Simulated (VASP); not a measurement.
# Ca2Ge3N (P6/mmm) in VASP: further runs, part 2 of 2

VASP 6.6.1. The steps go on from the part before.

### Step 4. Single point, PBE

This run uses another cell than the first one, of 21.45 Å³/atom.

Contents of INCAR:

```
SYSTEM = Ca2Ge3N
  PREC = Accurate
  ENCUT = 520
  EDIFF = 1E-7
  ISMEAR = 0
  SIGMA = 0.1
  LREAL = .FALSE.
  LASPH = .TRUE.
  NELM = 80
  ALGO = Normal
  ISIF = 2
  LWAVE = .FALSE.
  LCHARG = .FALSE.
  GGA = PE
  NBANDS = 42
```

Contents of KPOINTS:

```
regular mesh
0
G
  6 6 4
  0 0 0
```

Contents of POSCAR:

```
Ca2Ge3N
1.0
    5.0515319598      0.0000000000      0.0000000000
   -2.5257659799      4.3747550052      0.0000000000
    0.0000000000      0.0000000000      5.8239719208
Ca Ge N
2 3 1
Direct
    0.3333333333      0.6666666667      0.0000000000
    0.6666666667      0.3333333333      0.0000000000
    0.5000000000      0.0000000000      0.5000000000
    0.5000000000      0.5000000000      0.5000000000
    0.0000000000      0.5000000000      0.5000000000
    0.0000000000      0.0000000000      0.0000000000
```

Potentials or basis: VASP PAW PBE potentials, release 64 (Ca_sv, Ge_d, N).

On the command line:

```sh
> cat potpaw_PBE.64/Ca_sv/POTCAR potpaw_PBE.64/Ge_d/POTCAR potpaw_PBE.64/N/POTCAR > POTCAR
> mpirun -np 1 vasp_std > vasp.out
```

OUTCAR:

```text
SYSTEM = Ca2Ge3N
   PREC = Accurate
   ENCUT = 520
   EDIFF = 1E-7
   ISMEAR = 0
   LREAL = .FALSE.
   LASPH = .TRUE.
   NELM = 80
   ISIF = 2
   GGA = PE

 ion  position               nearest neighbor table
   1  0.333  0.667  0.000-   2 2.92   2 2.92   2 2.92
   2  0.667  0.333  0.000-   1 2.92   1 2.92   1 2.92
   3  0.500  0.000  0.500-   4 2.53   5 2.53   4 2.53   5 2.53
   4  0.500  0.500  0.500-   3 2.53   3 2.53   5 2.53   5 2.53
   5  0.000  0.500  0.500-   3 2.53   3 2.53   4 2.53   4 2.53
   6  0.000  0.000  0.000-

  LATTYP: Found a hexagonal cell.
 ALAT       =     5.0515319598
 C/A-ratio  =     1.1529120210

  Lattice vectors:

 A1 = (   5.0515319598,   0.0000000000,   0.0000000000)
 A2 = (  -2.5257659799,   4.3747550052,   0.0000000000)
 A3 = (   0.0000000000,   0.0000000000,   5.8239719208)

Analysis of symmetry for initial positions (statically):
=====================================================================
 Subroutine PRICEL returns:
 Original cell was already a primitive cell.

 Routine SETGRP: Setting up the symmetry group for a
 hexagonal supercell.

 Subroutine GETGRP returns: Found 24 space group operations
 (whereof 24 operations were pure point group operations)
 out of a pool of 24 trial point group operations.

The static configuration has the point symmetry D_6h.

Analysis of symmetry for dynamics (positions and initial velocities):
=====================================================================
 Subroutine PRICEL returns:
 Original cell was already a primitive cell.

 Routine SETGRP: Setting up the symmetry group for a
 hexagonal supercell.

 Subroutine GETGRP returns: Found 24 space group operations
 (whereof 24 operations were pure point group operations)
 out of a pool of 24 trial point group operations.

[... 122 lines left out ...]
   IMIX   =      4    mixing-type and parameters
     AMIX     =   0.40;   BMIX     =  1.00
     AMIX_MAG =   1.60;   BMIX_MAG =  1.00
  volume/ion in A,a.u.               =      21.45       144.76
  Fermi-wavevector in a.u.,A,eV,Ry     =   1.316945  2.488666 23.597194  1.734345
  Thomas-Fermi vector in A             =   2.447021
   LORBIT       =      0    0 simple, 1 ext, 2 COOP (PROOUT), +10 PAW based schemes
   GGA     = PE    functional components
   LHFCALC =     F    Hartree Fock is set to
   AEXX    =    0.0000 exact exchange contribution
   IVDW    =     0    specifies the selected vdW correction
   LEPSILON=     F    determine dielectric tensor
   LRPA    =     F    only Hartree local field effects (RPA)
 non-spin polarized calculation
 Gauss-broadening in eV      SIGMA  =   0.10
  energy-cutoff  :      520.00
  volume of cell :      128.71
 maximum number of plane-waves:      3501
 NGX is ok and might be reduce to    40
   NGX = 19   NGY = 19   NGZ = 21

 number of electron      67.0000049 magnetization

 Free energy of the ion-electron system (eV)
  ---------------------------------------------------
  ext. energy  EPLUGINS =         0.00000000
  ---------------------------------------------------
  free energy    TOTEN  =       -22.80793249 eV

  energy without entropy =      -22.78636126  energy(sigma->0) =      -22.79714687

 E-fermi :   4.1076     XC(G=0):  -9.8353

 val. band max:        4.0676185479   @ k =   0.1667   0.1667   0.5000
 cond. band min:       4.1149834452   @ k =   0.3333   0.1667   0.0000
 fundamental gap:      0.0473648973
 Fermi energy:         4.1076364439

 k-point     1 :       0.0000    0.0000    0.0000
  band No.  band energies     occupation
      1     -37.2669      2.00000
      2     -37.0504      2.00000
      3     -20.7605      2.00000
      4     -20.6968      2.00000
      5     -20.6968      2.00000
      6     -20.5815      2.00000
[... 934 lines left out ...]
     41       7.3291      0.00000
     42       7.3291      0.00000

------------------------ aborting loop because EDIFF is reached ----------------------------------------

  FORCE on cell =-STRESS in cart. coord.  units (eV):
  Direction    XX          YY          ZZ          XY          YZ          ZX
  --------------------------------------------------------------------------------------
  -------------------------------------------------------------------------------------
  Total       -0.0132537     -0.0132537      0.0373313      0.0000000      0.0000000      0.0000000
  in kB       -0.1649879     -0.1649879      0.4647161      0.0000000      0.0000000      0.0000000
  external PRESSURE =       0.0449135 kB  Pullay stress =       0.0000000 kB

 VOLUME and BASIS-vectors are now :
 -----------------------------------------------------------------------------
  energy-cutoff  :      520.00
  volume of cell :      128.71
      direct lattice vectors                 reciprocal lattice vectors
     5.051531960  0.000000000  0.000000000     0.197959749  0.114292115  0.000000000
    -2.525765980  4.374755005  0.000000000     0.000000000  0.228584229  0.000000000
     0.000000000  0.000000000  5.823971921     0.000000000  0.000000000  0.171704125

 POSITION                                       TOTAL-FORCE (eV/Angst)
 -----------------------------------------------------------------------------------
     -0.00000      2.91650      0.00000        -0.000000     -0.000000      0.000000
      2.52577      1.45825      0.00000         0.000000      0.000000     -0.000000
      2.52577      0.00000      2.91199         0.000000      0.000000      0.000000
      1.26288      2.18738      2.91199         0.000000      0.000000      0.000000
     -1.26288      2.18738      2.91199         0.000000      0.000000      0.000000
      0.00000      0.00000      0.00000         0.000000      0.000000      0.000000
 -----------------------------------------------------------------------------------
    total drift:                               -0.000000     -0.000000     -0.000000

  FREE ENERGIE OF THE ION-ELECTRON SYSTEM (eV)
  ---------------------------------------------------
  free  energy   TOTEN  =       -22.8079324918 eV

  energy  without entropy=      -22.7863612554  energy(sigma->0) =      -22.79714687
```

OSZICAR:

```text
N       E                     dE             d eps       ncg     rms          rms(c)
DAV:   1     0.724862985010E+03    0.72486E+03   -0.32418E+04  2130   0.344E+03
DAV:   2     0.104686864756E+03   -0.62018E+03   -0.60210E+03  1764   0.869E+02
DAV:   3    -0.130747108945E+02   -0.11776E+03   -0.11492E+03  2148   0.221E+02
[... 11 lines left out ...]
DAV:  15    -0.228079337744E+02    0.13094E-04   -0.21803E-04  2464   0.379E-02    0.153E-02
DAV:  16    -0.228079324966E+02    0.12778E-05   -0.21468E-05  2220   0.176E-02    0.254E-03
DAV:  17    -0.228079326227E+02   -0.12605E-06   -0.11239E-06  1992   0.476E-03    0.132E-03
DAV:  18    -0.228079324712E+02    0.15149E-06   -0.33514E-07  1706   0.206E-03    0.957E-04
DAV:  19    -0.228079324918E+02   -0.20620E-07   -0.15947E-07  1236   0.125E-03
   1 F= -.22807932E+02 E0= -.22797147E+02  d E =-.215712E-01
```

Wall time 3.8 min (1 thread of Intel Xeon Platinum 8488C (Sapphire Rapids), shared host); peak memory 0.31 GiB.

What came out:

```yaml
Free_energy: -22.8079 eV
Pressure: 0.0 GPa
Band_gap_on_the_k_mesh: zero (an odd number of electrons rules out a gap without spin polarisation)
```

Levels at points of the mesh, in eV from the Fermi level:
| k point | band 30 | band 31 | band 32 | band 33 | band 34 | band 35 | band 36 | band 37 | band 38 | band 39 |
| --- | --- | --- | --- | --- | --- | --- | --- | --- | --- | --- |
| (0.00, 0.00, 0.00) | -2.46 | -2.46 | -0.92 | -0.92 | 0.22 | 0.22 | 0.23 | 0.95 | 3.05 | 3.05 |
| (0.50, 0.00, 0.00) | -2.06 | -1.76 | -1.06 | -0.23 | 0.32 | 1.38 | 2.16 | 2.16 | 2.46 | 3.32 |
| (0.00, 0.00, 0.50) | -2.19 | -2.19 | -1.44 | -1.44 | -0.49 | 1.16 | 1.16 | 1.89 | 2.51 | 2.94 |
| (0.50, 0.00, 0.50) | -1.78 | -1.25 | -0.83 | -0.15 | 1.05 | 1.81 | 1.96 | 2.03 | 2.41 | 2.42 |

### Step 5. Relaxation of cell and atoms, PBE

Contents of INCAR:

```
SYSTEM = Ca2Ge3N
PREC = Accurate ; ENCUT = 600
EDIFF = 1E-7 ; ISMEAR = 0
SIGMA = 0.1 ; LREAL = .False.
LASPH = .True. ; NELM = 100
ALGO = Normal ; ISIF = 3
LWAVE = .False. ; LCHARG = .False.
GGA = PE ; IBRION = 2
NSW = 90 ; EDIFFG = -0.04
```

Contents of KPOINTS:

```
regular mesh
0
Gamma
  3 3 6
  0 0 0
```

Contents of POSCAR:

```
Ca2Ge3N
1.0
    5.8324084200      0.0000000000      0.0000000000
   -2.9162042100      5.0510138500      0.0000000000
    0.0000000000      0.0000000000      3.6585106200
Ca Ge N
2 3 1
Direct
    0.3333333300      0.6666666700      0.0000000000
    0.6666666700      0.3333333300      0.0000000000
    0.5000000000      0.0000000000      0.5000000000
    0.5000000000      0.5000000000      0.5000000000
    0.0000000000      0.5000000000      0.5000000000
    0.0000000000      0.0000000000      0.0000000000
```

On the command line:

```sh
> cat potpaw_PBE.64/Ca_sv/POTCAR potpaw_PBE.64/Ge_d/POTCAR potpaw_PBE.64/N/POTCAR > POTCAR
> mpirun -np 1 vasp_std > vasp.out
```

It took 16 min on 1 thread of Intel Xeon Platinum 8488C (Sapphire Rapids), shared host; peak memory 0.29 GiB.

The run converged. Its results:

| Item | Value |
| --- | --- |
| Free energy | -21.9724 eV |
| Relaxed volume | 21.38 Å³/atom |
| Relaxed cell | a = 5.189 Å, b = 5.189 Å, c = 5.503 Å, α = 90.00°, β = 90.00°, γ = 120.00° |
| Space group after relaxing (to 0.1 Å) | P6/mmm (No. 191) |
| Energy gained by relaxing | 1320.7 meV/atom |
| Ionic steps | 10 |
| Pressure after relaxing | 0.0 GPa |
| Band gap on the k mesh | zero (an odd number of electrons rules out a gap without spin polarisation) |

Stress tensor (GPa, compression positive):
```
 0.08  0.00  0.00
 0.00  0.08  0.00
 0.00  0.00 -0.16
```

Step by step:
| step | energy change (eV) | largest force (eV/Å) | pressure (GPa) | volume (Å³) |
| --- | --- | --- | --- | --- |
| 1 | 0.0000 | 0.0000 | 34.06 | 107.78 |
| 2 | -5.7052 | 0.0000 | -4.34 | 176.99 |
| 3 | -5.7930 | 0.0000 | -1.98 | 163.97 |
| 4 | -5.7950 | 0.0000 | -2.79 | 167.87 |
| 5 | -6.5560 | 0.0000 | -3.64 | 160.51 |
| 6 | -7.8503 | 0.0000 | -2.61 | 134.54 |
| 7 | -7.8305 | 0.0000 | -3.13 | 137.72 |
| 8 | -7.8465 | 0.0000 | -2.90 | 136.30 |
| 9 | -7.8925 | 0.0000 | 2.15 | 123.50 |
| 10 | -7.9242 | 0.0000 | 0.00 | 128.29 |

Final structure:
```xyz
6
Lattice="5.1885 0.0000 0.0000 -2.5943 4.4934 0.0000 0.0000 0.0000 5.5029" Properties=species:S:1:pos:R:3 pbc="T T T"
Ca    0.0000    2.9956    0.0000
Ca    2.5943    1.4978    5.5029
Ge    2.5943    0.0000    2.7514
Ge    1.2971    2.2467    2.7514
Ge   -1.2971    2.2467    2.7514
N     0.0000    0.0000    0.0000
```

Levels at points of the mesh, in eV from the Fermi level:
| k point | band 32 | band 33 | band 34 | band 35 | band 36 | band 37 |
| --- | --- | --- | --- | --- | --- | --- |
| (0.00, 0.00, 0.00) | -0.60 | -0.60 | 0.07 | 0.07 | 0.26 | 1.14 |
| (0.00, 0.00, 0.50) | -1.34 | -1.34 | -0.47 | 0.94 | 0.94 | 2.08 |

Caveat: the k points lie up to 0.47 Å⁻¹ apart in the final cell, too coarse for converged energies and pressures of a metal; the volume moved by over 15 % at a fixed basis, so the end points are rough.

### Step 6. Relaxation of cell and atoms, PBE

This run uses another cell than the first one, of 21.68 Å³/atom.

Contents of INCAR:

```
SYSTEM = Ca2Ge3N
PREC = Accurate
ENCUT = 600
EDIFF = 1E-6
ISMEAR = 0
SIGMA = 0.1
LREAL = .FALSE.
LASPH = .TRUE.
NELM = 60
ALGO = Normal
ISIF = 3
LWAVE = .FALSE.
LCHARG = .FALSE.
GGA = PE
IBRION = 2
NSW = 90
EDIFFG = -0.04
```

Contents of KPOINTS:

```
regular mesh
0
G
  6 6 4
  0 0 0
```

Contents of POSCAR:

```
Ca2Ge3N
1.0
    5.1607083514      0.0000000000      0.0000000000
   -2.5803541757      4.4693045338      0.0000000000
    0.0000000000      0.0000000000      5.6398207331
Ca Ge N
2 3 1
Direct
    0.3333333333      0.6666666667      0.0000000000
    0.6666666667      0.3333333333      0.0000000000
    0.5000000000      0.0000000000      0.5000000000
    0.5000000000      0.5000000000      0.5000000000
    0.0000000000      0.5000000000      0.5000000000
    0.0000000000      0.0000000000      0.0000000000
```

Potentials or basis: VASP PAW PBE potentials, release 64 (Ca_sv, Ge_d, N).

On the command line:

```sh
> cat potpaw_PBE.64/Ca_sv/POTCAR potpaw_PBE.64/Ge_d/POTCAR potpaw_PBE.64/N/POTCAR > POTCAR
> mpirun -np 1 vasp_std > vasp.out
```

It took 7.6 min on 1 thread of Intel Xeon Platinum 8488C (Sapphire Rapids), shared host; peak memory 0.36 GiB.

Results (log left out):

| Item | Value |
| --- | --- |
| Free energy | -22.8100 eV |
| Relaxed volume | 21.41 Å³/atom |
| Relaxed cell | a = 5.047 Å, b = 5.047 Å, c = 5.824 Å, α = 90.00°, β = 90.00°, γ = 120.00° |
| Space group after relaxing (to 0.1 Å) | P6/mmm (No. 191) |
| Energy gained by relaxing | 8.2 meV/atom |
| Ionic steps | 5 |
| Pressure after relaxing | 0.1 GPa |
| Band gap on the k mesh | zero (an odd number of electrons rules out a gap without spin polarisation) |

Step by step:
| step | energy change (eV) | largest force (eV/Å) | pressure (GPa) | volume (Å³) |
| --- | --- | --- | --- | --- |
| 1 | 0.0000 | 0.0000 | -0.59 | 130.08 |
| 2 | -0.0314 | 0.0000 | -0.05 | 128.57 |
| 3 | -0.0439 | 0.0000 | 0.56 | 126.92 |
| 4 | -0.0439 | 0.0000 | 0.72 | 126.76 |
| 5 | -0.0494 | 0.0000 | 0.12 | 128.46 |

Final structure:
```
CELL_PARAMETERS angstrom
5.04656 0.00000 0.00000
-2.52328 4.37045 0.00000
0.00000 0.00000 5.82415
ATOMIC_POSITIONS crystal
Ca 0.33333 0.66667 0.00000
Ca 0.66667 0.33333 0.00000
Ge 0.50000 0.00000 0.50000
Ge 0.50000 0.50000 0.50000
Ge 0.00000 0.50000 0.50000
N 0.00000 0.00000 0.00000
```

Levels at points of the mesh, in eV from the Fermi level:
| k point | band 31 | band 32 | band 33 | band 34 | band 35 | band 36 | band 37 | band 38 |
| --- | --- | --- | --- | --- | --- | --- | --- | --- |
| (0.00, 0.00, 0.00) | -2.47 | -0.93 | -0.93 | 0.22 | 0.22 | 0.23 | 0.95 | 3.05 |
| (0.50, 0.00, 0.00) | -1.76 | -1.06 | -0.23 | 0.32 | 1.39 | 2.16 | 2.17 | 2.47 |
| (0.00, 0.00, 0.50) | -2.19 | -1.45 | -1.45 | -0.49 | 1.16 | 1.16 | 1.90 | 2.51 |
| (0.50, 0.00, 0.50) | -1.25 | -0.84 | -0.15 | 1.05 | 1.81 | 1.96 | 2.03 | 2.40 |

### Step 7. Single point, PBE

This run uses another cell than the first one, of 21.50 Å³/atom.

Contents of INCAR:

```
PREC = Accurate
ENCUT = 520
EDIFF = 1E-6
ISMEAR = 0
SIGMA = 0.1
LREAL = F
LASPH = T
NELM = 80
ALGO = Normal
ISIF = 2
LWAVE = F
LCHARG = F
GGA = PE
NBANDS = 42
```

Contents of KPOINTS:

```
Automatic mesh
0
Gamma
  12 12 6
```

Changes to POSCAR since step 6:

```diff
@@ -2,5 +2,5 @@
 1.0
-    5.1607083514      0.0000000000      0.0000000000
-   -2.5803541757      4.4693045338      0.0000000000
-    0.0000000000      0.0000000000      5.6398207331
+    5.0534075542      0.0000000000      0.0000000000
+   -2.5267037771      4.3763793176      0.0000000000
+    0.0000000000      0.0000000000      5.8324808809
 Ca Ge N
```

On the command line:

```sh
> cat potpaw_PBE.64/Ca_sv/POTCAR potpaw_PBE.64/Ge_d/POTCAR potpaw_PBE.64/N/POTCAR > POTCAR
> mpirun -np 1 vasp_std > vasp.out
```

It took 7.5 min on 1 thread of Intel Xeon Platinum 8488C (Sapphire Rapids), shared host; peak memory 0.5 GiB.

Results (log left out):

| Quantity | Value |
| --- | --- |
| Free energy | -22.8909 eV |
| Pressure | 0.0 GPa |
| Band gap on the k mesh | zero (an odd number of electrons rules out a gap without spin polarisation) |

Levels at points of the mesh, in eV from the Fermi level:
| k point | band 32 | band 33 | band 34 | band 35 | band 36 | band 37 |
| --- | --- | --- | --- | --- | --- | --- |
| (0.00, 0.00, 0.00) | -0.86 | -0.86 | 0.27 | 0.31 | 0.31 | 0.99 |
| (0.50, 0.00, 0.00) | -1.02 | -0.14 | 0.37 | 1.44 | 2.23 | 2.30 |
| (0.00, 0.00, 0.50) | -1.40 | -1.40 | -0.45 | 1.24 | 1.24 | 1.93 |
| (0.50, 0.00, 0.50) | -0.78 | -0.11 | 1.13 | 1.86 | 2.07 | 2.16 |

### Step 8. Overview

| task | cell | k mesh | cutoff (eV) | gap on the mesh (eV) | pressure (GPa) | relaxed volume (Å³/atom) |
| --- | --- | --- | --- | --- | --- | --- |
| single point | a = 5.832, b = 5.832, c = 3.659 Å, angles 90.0, 90.0, 120.0°, 6 atoms | 3 × 3 × 6 | 520 | none | 34.0 | - |
| single point | a = 5.161, b = 5.161, c = 5.640 Å, angles 90.0, 90.0, 120.0°, 6 atoms | 3 × 3 × 6 | 520 | none | 0.1 | - |
| single point | a = 5.052, b = 5.052, c = 5.824 Å, angles 90.0, 90.0, 120.0°, 6 atoms | 6 × 6 × 4 | 520 | none | 0.0 | - |
| relaxation of cell and atoms | relaxed from a = 5.832, b = 5.832, c = 3.659 Å, angles 90.0, 90.0, 120.0°, 6 atoms | 3 × 3 × 6 | 600 | none | 0.0 | 21.38 |
| relaxation of cell and atoms | relaxed from a = 5.161, b = 5.161, c = 5.640 Å, angles 90.0, 90.0, 120.0°, 6 atoms | 6 × 6 × 4 | 600 | none | 0.1 | 21.41 |
| single point | a = 5.053, b = 5.053, c = 5.832 Å, angles 90.0, 90.0, 120.0°, 6 atoms | 12 × 12 × 6 | 520 | none | 0.0 | - |

Alike in all rows: level PBE; potentials or basis VASP PAW PBE potentials, release 64 (Ca_sv, Ge_d, N); no spin polarisation; smearing gaussian 0.1 eV.

Caveats: some runs use coarse meshes; the volume moved by over 15 % at a fixed basis, so the end points are rough (at least some runs).

Absolute energies hang on the potentials; compare differences alone.
